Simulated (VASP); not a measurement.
Fe, 2 atoms in the cell. It takes space group Fd-3m (No. 227, cubic). Conventional cell: a = 4.873 Å, b = 4.873 Å, c = 4.873 Å, α = 90.00°, β = 90.00°, γ = 90.00°. Fe (site symmetry -43m) has 4 Fe at 2.11 Å within 2.8 Å. This isn't the form of Fe at room conditions, which is bcc.

- Program: VASP 6.6.1
- Task: single point
- Functional: PBE
- Potentials or basis: VASP PAW PBE potentials, release 64 (Fe_sv)
- Cutoff: 690 eV
- k mesh: 13 × 13 × 13
- Occupations: fermi-dirac, width 0.05 eV
- Spin: collinear spin, ferromagnetic start
- Starting moments: [2.5, 2.5] μB
- Dipole correction: no
- Further INCAR settings: ALGO = Normal; EDIFF = 1e-06; NBANDS = 27

Potentials or basis: VASP PAW PBE potentials, release 64 (Fe_sv).

Launch:

```console
$ cat potpaw_PBE.64/Fe_sv/POTCAR > POTCAR
$ mpirun -np 1 vasp_std > vasp.out
```

Hardware: 1 thread of Intel(R) Xeon(R) Platinum 8488C (Sapphire Rapids), on a shared host.

How long does it take, and how much memory?

Wall time 100 s on 1 thread of Intel(R) Xeon(R) Platinum 8488C (Sapphire Rapids) (shared host), peak memory 0.28 GiB. Counts: scf iterations 13, k points 84.
